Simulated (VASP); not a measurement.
# AlN (Cmm2) in VASP: a series of runs, part 2 of 2

VASP 6.6.1. The steps go on from the part before.

**3. Single point, PBEsol (atom 1 (Al) moved by +0.000 Å along [1 1 0] and -0.378 Å along [0 0 1])**

INCAR

```
ALGO     = Normal         # electronic algorithm
EDIFF    = 1E-7           # SCF threshold, eV
ENCUT    = 520            # plane-wave cutoff, eV
GGA      = PS             # functional
ISIF     = 2              # what is computed and relaxed
ISMEAR   = 0              # smearing method
LASPH    = T              # aspherical terms in the spheres
LCHARG   = F              # write CHGCAR
LREAL    = F              # projectors in reciprocal space
LWAVE    = F              # write WAVECAR
NBANDS   = 26             # bands
NELM     = 60             # most SCF steps
PREC     = Accurate       # precision mode
SIGMA    = 0.05           # smearing width, eV
```

KPOINTS

```
k-points
0
Gamma
  6 6 6
```

POSCAR

```
AlN
1.0
    4.3771405283      0.0000000000      0.0000000000
    0.0000000000     -4.3771405283      0.0000000000
    0.0000000000      0.0000000000     -4.3771405283
Al N
4 4
Direct
    0.0000000000      0.0863577483      0.0000000000
    0.5000000000      0.5000000000      0.0000000000
    0.5000000000      0.0000000000      0.5000000000
    0.0000000000      0.5000000000      0.5000000000
    0.7500000000      0.7500000000      0.7500000000
    0.2500000000      0.2500000000      0.7500000000
    0.2500000000      0.7500000000      0.2500000000
    0.7500000000      0.2500000000      0.2500000000
```

Potentials or basis: VASP PAW PBE potentials, release 64 (Al, N).

Launch:

```bash
$ cat potpaw_PBE.64/Al/POTCAR potpaw_PBE.64/N/POTCAR > POTCAR
$ mpirun -np 1 vasp_std > vasp.out
```

Wall time 58 s (1 thread of Intel Xeon 6975P-C (Granite Rapids), shared host); peak memory 0.24 GiB.

The run converged. Its results:

- Free energy: -61.0409 eV
- Pressure: 4.8 GPa
- Largest force: 7.048 eV/Å
- Band gap on the k mesh: 1.78 eV (least direct gap 1.80 eV)

Forces on the atoms (eV/Å):
```
Al   0.000  7.048  0.000
Al   0.000 -1.734  0.000
Al   0.000  1.158  0.000
Al   0.000 -1.734  0.000
N    0.274 -0.701 -0.274
N    1.783 -1.669  1.783
N   -0.274 -0.701  0.274
N   -1.783 -1.669 -1.783
```

Stress tensor (GPa, compression positive):
```
 7.91  0.00  7.97
 0.00 -1.49  0.00
 7.97  0.00  7.91
```

Levels at points of the mesh, in eV from the valence-band top:
```tsv
k point	band 14	band 15	band 16	band 17	band 18	band 19
(0.00, 0.00, 0.00)	-0.48	-0.46	-0.01	1.78	2.22	3.52
(0.50, 0.00, 0.00)	-1.45	-1.25	-1.24	4.38	4.59	6.09
(0.00, 0.50, 0.00)	-2.14	-0.94	-0.55	4.67	4.76	5.95
(0.50, 0.50, 0.00)	-1.17	-0.75	-0.73	6.29	6.31	7.70
(0.50, 0.00, 0.50)	-1.69	-0.52	-0.08	6.15	6.49	7.63
(0.50, 0.50, 0.50)	-0.81	-0.46	0.00	6.11	6.48	6.61
```

Caveat: the cell differs from its parent crystal (atom 1 (Al) moved by +0.000 Å along [1 1 0] and -0.378 Å along [0 0 1]); the cell stands under pressure; the PAW data sets were made with another functional, which shifts forces and pressure a little. A k mesh can miss the band edges.

**4. Single point, PBEsol (atom 1 (Al) moved by +0.000 Å along [1 1 0] and -0.126 Å along [0 0 1])**

INCAR

```
SYSTEM = AlN
PREC = Accurate
ENCUT = 520
EDIFF = 1E-6
ISMEAR = 0
SIGMA = 0.05
LREAL = .False.
LASPH = .True.
NELM = 80
ALGO = Normal
ISIF = 2
LWAVE = .False.
LCHARG = .False.
GGA = PS
NBANDS = 26
```

KPOINTS

```
regular mesh
0
Gamma
  6 6 6
  0 0 0
```

POSCAR, as its differences from that of step 3:

```diff
@@ -8,3 +8,3 @@
 Direct
-    0.0000000000      0.0863577483      0.0000000000
+    0.0000000000      0.0287859161      0.0000000000
     0.5000000000      0.5000000000      0.0000000000
```

Launch:

```bash
$ cat potpaw_PBE.64/Al/POTCAR potpaw_PBE.64/N/POTCAR > POTCAR
$ mpirun -np 1 vasp_std > vasp.out
```

It took 56 s on 1 thread of Intel Xeon 6975P-C (Granite Rapids), shared host; peak memory 0.24 GiB.

It converged, with:

```yaml
Free_energy: -62.2825 eV
Pressure: 0.6 GPa
Largest_force: 2.574 eV/Å
Band_gap_on_the_k_mesh: 2.76 eV
```

Forces on the atoms (eV/Å):
```
Al   0.000  2.574  0.000
Al   0.000 -0.599  0.000
Al   0.000  0.414  0.000
Al   0.000 -0.599  0.000
N    0.210 -0.385 -0.210
N    0.385 -0.510  0.385
N   -0.210 -0.385  0.210
N   -0.385 -0.510 -0.385
```

Stress tensor (GPa, compression positive):
```
 0.94  0.00  2.24
 0.00 -0.10  0.00
 2.24  0.00  0.94
```

Levels at points of the mesh, in eV from the valence-band top:
| k point | band 12 | band 13 | band 14 | band 15 | band 16 | band 17 | band 18 | band 19 | band 20 | band 21 |
| --- | --- | --- | --- | --- | --- | --- | --- | --- | --- | --- |
| (0.00, 0.00, 0.00) | -1.87 | -1.79 | -0.16 | -0.12 | 0.00 | 2.76 | 2.99 | 3.36 | 4.01 | 8.25 |
| (0.50, 0.00, 0.00) | -2.64 | -1.10 | -1.10 | -1.07 | -1.07 | 5.45 | 5.50 | 6.02 | 6.05 | 9.91 |
| (0.00, 0.50, 0.00) | -2.83 | -1.45 | -1.32 | -0.90 | -0.76 | 5.50 | 5.57 | 5.94 | 6.05 | 9.79 |
| (0.50, 0.50, 0.00) | -2.35 | -0.72 | -0.70 | -0.57 | -0.56 | 7.27 | 7.29 | 7.80 | 7.85 | 8.89 |
| (0.50, 0.00, 0.50) | -2.52 | -1.00 | -0.86 | -0.45 | -0.30 | 7.27 | 7.34 | 7.77 | 7.81 | 8.81 |
| (0.50, 0.50, 0.50) | -0.61 | -0.59 | -0.56 | -0.40 | -0.25 | 7.01 | 7.03 | 7.12 | 7.19 | 9.31 |

Caveat: the cell differs from its parent crystal (atom 1 (Al) moved by +0.000 Å along [1 1 0] and -0.126 Å along [0 0 1]); the PAW data sets were made with another functional, which shifts forces and pressure a little. A k mesh can miss the band edges.

**5. Single point, PBEsol (atom 1 (Al) moved by +0.000 Å along [1 1 0] and -0.504 Å along [0 0 1])**

INCAR

```
SYSTEM = AlN
ALGO     = Normal         ! electronic algorithm
EDIFF    = 1E-6           ! SCF threshold, eV
ENCUT    = 520            ! plane-wave cutoff, eV
GGA      = PS             ! functional
ISIF     = 2              ! what is computed and relaxed
ISMEAR   = 0              ! smearing method
LASPH    = .True.         ! aspherical terms in the spheres
LCHARG   = .True.         ! write CHGCAR
LELF     = .True.         ! ELF
LREAL    = .False.        ! projectors in reciprocal space
LVHAR    = .True.       
LWAVE    = .False.        ! write WAVECAR
NBANDS   = 26             ! bands
NELM     = 60             ! most SCF steps
PREC     = Accurate       ! precision mode
SIGMA    = 0.05           ! smearing width, eV
```

KPOINTS

```
k-points
0
Gamma
  6 6 6
  0 0 0
```

POSCAR, as its differences from that of step 4:

```diff
@@ -8,3 +8,3 @@
 Direct
-    0.0000000000      0.0287859161      0.0000000000
+    0.0000000000      0.1151436644      0.0000000000
     0.5000000000      0.5000000000      0.0000000000
```

Launch:

```bash
$ cat potpaw_PBE.64/Al/POTCAR potpaw_PBE.64/N/POTCAR > POTCAR
$ mpirun -np 1 vasp_std > vasp.out
```

It took 50 s on 1 thread of Intel Xeon 6975P-C (Granite Rapids), shared host; peak memory 0.24 GiB.

It converged, with:

```yaml
Free_energy: -60.0511 eV
Pressure: 8.0 GPa
Largest_force: 8.553 eV/Å
Band_gap_on_the_k_mesh: 1.26 eV (least direct gap 1.34 eV)
```

Forces on the atoms (eV/Å):
```
Al   0.000  8.553  0.000
Al   0.000 -2.242  0.000
Al   0.000  1.453  0.000
Al   0.000 -2.242  0.000
N    0.210 -0.633 -0.210
N    2.772 -2.128  2.772
N   -0.210 -0.633  0.210
N   -2.772 -2.128 -2.772
```

Stress tensor (GPa, compression positive):
```
13.55  0.00 11.76
 0.00 -3.06  0.00
11.76  0.00 13.55
```

Levels at points of the mesh, in eV from the valence-band top:
```csv
k point,band 12,band 13,band 14,band 15,band 16,band 17,band 18,band 19,band 20,band 21
"(0.00, 0.00, 0.00)",-2.17,-2.11,-0.68,-0.67,-0.08,1.26,1.72,3.48,3.76,6.75
"(0.50, 0.00, 0.00)",-2.72,-1.75,-1.69,-1.36,-1.35,3.76,4.09,6.02,6.04,8.34
"(0.00, 0.50, 0.00)",-3.18,-3.01,-2.59,-1.08,-0.57,4.21,4.33,5.85,6.02,8.42
"(0.50, 0.50, 0.00)",-2.37,-1.54,-1.46,-0.89,-0.86,5.75,5.77,7.36,7.74,7.86
"(0.50, 0.00, 0.50)",-2.89,-2.55,-2.17,-0.67,-0.10,5.49,6.00,7.34,7.47,7.96
"(0.50, 0.50, 0.50)",-1.28,-1.19,-0.96,-0.61,0.00,5.48,6.14,6.27,6.71,7.75
```

Caveat: the cell differs from its parent crystal (atom 1 (Al) moved by +0.000 Å along [1 1 0] and -0.504 Å along [0 0 1]); the cell stands under pressure; the PAW data sets were made with another functional, which shifts forces and pressure a little. A k mesh can miss the band edges.

**6. Single point, PBEsol (atom 1 (Al) moved by +0.000 Å along [1 1 0] and -0.252 Å along [0 0 1])**

INCAR

```
ALGO = Normal ; EDIFF = 1E-7
ENCUT = 520 ; GGA = PS
ISIF = 2 ; ISMEAR = 0
LASPH = T ; LCHARG = T
LELF = T ; LREAL = F
LVHAR = T ; LWAVE = F
NBANDS = 26 ; NELM = 80
PREC = Accurate ; SIGMA = 0.05
```

KPOINTS

```
k-points
0
Gamma
  6 6 6
```

POSCAR, as its differences from that of step 5:

```diff
@@ -8,3 +8,3 @@
 Direct
-    0.0000000000      0.1151436644      0.0000000000
+    0.0000000000      0.0575718322      0.0000000000
     0.5000000000      0.5000000000      0.0000000000
```

Potentials or basis: VASP PAW PBE potentials, release 64 (Al, N).

Launch:

```bash
$ cat potpaw_PBE.64/Al/POTCAR potpaw_PBE.64/N/POTCAR > POTCAR
$ mpirun -np 1 vasp_std > vasp.out
```

It took 53 s on 1 thread of Intel Xeon 6975P-C (Granite Rapids), shared host; peak memory 0.24 GiB.

It converged, with:

* Free energy: -61.8037 eV
* Pressure: 2.2 GPa
* Largest force: 4.985 eV/Å
* Band gap on the k mesh: 2.28 eV

Forces in eV/Å, atoms in the order of the input:
```
Al   0.000  4.985  0.000
Al   0.000 -1.182  0.000
Al   0.000  0.807  0.000
Al   0.000 -1.182  0.000
N    0.287 -0.621 -0.287
N    0.976 -1.094  0.976
N   -0.287 -0.621  0.287
N   -0.976 -1.094 -0.976
```

Stress tensor (GPa, compression positive):
```
 3.62  0.00  4.82
 0.00 -0.55  0.00
 4.82  0.00  3.62
```

Levels at points of the mesh, in eV from the valence-band top:
| k point | band 12 | band 13 | band 14 | band 15 | band 16 | band 17 | band 18 | band 19 | band 20 | band 21 |
| --- | --- | --- | --- | --- | --- | --- | --- | --- | --- | --- |
| (0.00, 0.00, 0.00) | -1.96 | -1.85 | -0.32 | -0.28 | 0.00 | 2.28 | 2.64 | 3.47 | 3.96 | 7.86 |
| (0.50, 0.00, 0.00) | -2.59 | -1.28 | -1.26 | -1.17 | -1.16 | 4.94 | 5.05 | 6.08 | 6.12 | 9.52 |
| (0.00, 0.50, 0.00) | -3.00 | -1.98 | -1.72 | -0.89 | -0.63 | 5.09 | 5.17 | 5.97 | 6.11 | 9.40 |
| (0.50, 0.50, 0.00) | -2.28 | -0.96 | -0.93 | -0.65 | -0.64 | 6.79 | 6.82 | 7.81 | 7.94 | 8.56 |
| (0.50, 0.00, 0.50) | -2.60 | -1.52 | -1.26 | -0.46 | -0.16 | 6.74 | 6.93 | 7.75 | 7.82 | 8.48 |
| (0.50, 0.50, 0.50) | -0.80 | -0.75 | -0.68 | -0.41 | -0.09 | 6.63 | 6.76 | 6.89 | 7.08 | 8.82 |

Caveat: the cell differs from its parent crystal (atom 1 (Al) moved by +0.000 Å along [1 1 0] and -0.252 Å along [0 0 1]); the PAW data sets were made with another functional, which shifts forces and pressure a little.

**7. The runs side by side**

```csv
cell,gap on the mesh (eV),pressure (GPa),largest force (eV/Å)
"as given, atomic positions A",0.82,11.6,9.29
"as given, atomic positions B",1.78,4.8,7.05
"as given, atomic positions C",2.76,0.6,2.57
"as given, atomic positions D",1.26,8.0,8.55
"as given, atomic positions E",2.28,2.2,4.98
```

Alike in all rows: task single point; level PBEsol; potentials or basis VASP PAW PBE potentials, release 64 (Al, N); no spin polarisation; k mesh 6 × 6 × 6; cutoff (eV) 520; smearing gaussian 0.05 eV.

Caveats: the PAW data sets were made with another functional, which shifts forces and pressure a little; the cell stands under pressure (at least some runs).

Absolute energies hang on the potentials; compare differences alone.
